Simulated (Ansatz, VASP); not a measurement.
## Two plane-wave programs on HRh8

File INCAR:

```
PREC = Accurate
ENCUT = 520
EDIFF = 1E-7
ISMEAR = 0
SIGMA = 0.1
LREAL = False
LASPH = True
NELM = 60
ALGO = Normal
ISIF = 2
LWAVE = False
LCHARG = True
LDIPOL = True
IDIPOL = 3
DIPOL = 0.5 0.5 0.310
GGA = PE
IVDW = 12
LELF = True
LVHAR = True
LVACPOTAV = True
NBANDS = 70
```

Contents of KPOINTS:

```
Automatic mesh
0
Gamma
  5 7 1
```

Contents of POSCAR:

```
HRh8
1.0
    5.3650160441      0.0000000000      0.0000000000
    0.0000000000      3.7936392259      0.0000000000
    0.0000000000      0.0000000000     21.2400770646
Rh H
8 1
Direct
    0.2500000000      0.5000000000      0.1883232338
    0.7500000000      0.5000000000      0.1883232338
    0.0000000000      0.0000000000      0.2514705570
    0.5000000000      0.0000000000      0.2514705570
    0.2500000000      0.5000000000      0.3153506346
    0.7500000000      0.5000000000      0.3153506346
    0.0000000000      0.0000000000      0.3738252475
    0.5000000000      0.0000000000      0.3738252475
    0.0000000000      0.5000000000      0.5291919154
```

Input for Ansatz:

```yaml
crystal:
  lattice:
    - [5.3650160441, 0.0, 0.0]
    - [0.0, 3.7936392259, 0.0]
    - [0.0, 0.0, 21.2400770646]
  atoms:
    - { symbol: Rh, position: [0.25, 0.5, 0.1883232338] }
    - { symbol: Rh, position: [0.75, 0.5, 0.1883232338] }
    - { symbol: Rh, position: [0.0, 0.0, 0.251470557] }
    - { symbol: Rh, position: [0.5, 0.0, 0.251470557] }
    - { symbol: Rh, position: [0.25, 0.5, 0.3153506346] }
    - { symbol: Rh, position: [0.75, 0.5, 0.3153506346] }
    - { symbol: Rh, position: [0.0, 0.0, 0.3738252475] }
    - { symbol: Rh, position: [0.5, 0.0, 0.3738252475] }
    - { symbol: H, position: [0.0, 0.5, 0.5291919154] }
basis:
  ecutwfc: 420
kpoints:
  mp_grid: { grid: [5, 7, 1] }
hamiltonian:
  xc: pbe
  pseudopotentials: { kind: paw, azcp: { folder: soft_1 } }
  dispersion: d3bj
scf:
  occupations: { method: gaussian, width: 0.1 }
output:
  forces: true
  eigenvalues: true
efield:
  axis: 3
  dipole_correction: true
  ramp_width: 0.04
```

Alike in both runs: task single point; functional PBE; dispersion D3(BJ); k mesh 5 × 7 × 1; occupations gaussian, width 0.1 eV; no spin polarisation.

```csv
,VASP,Ansatz
version,VASP 6.6.1,Ansatz 0.2.0
potentials or method,"VASP PAW PBE potentials, release 64 (Rh_pv, H), cutoff 520 eV","scalar-relativistic, plane waves, PAW"
valence electrons in the cell,121,137
```

```csv
,VASP,Ansatz,Ansatz less VASP
gap on the k mesh at the Fermi level (eV),none,none,-
rms of the force components (eV/Å),0.260,0.259,-0.0013
"work function, face that differs most (eV)",4.64,4.65,+0.004
```

Atom by atom the forces differ by 0.002 eV/Å (rms over components). A gap of «none» marks a metal or a gap that the smearing closes. VASP's potentials hold 121 valence electrons a cell and Ansatz's 137, so a difference there can come from the potentials and not from the codes.
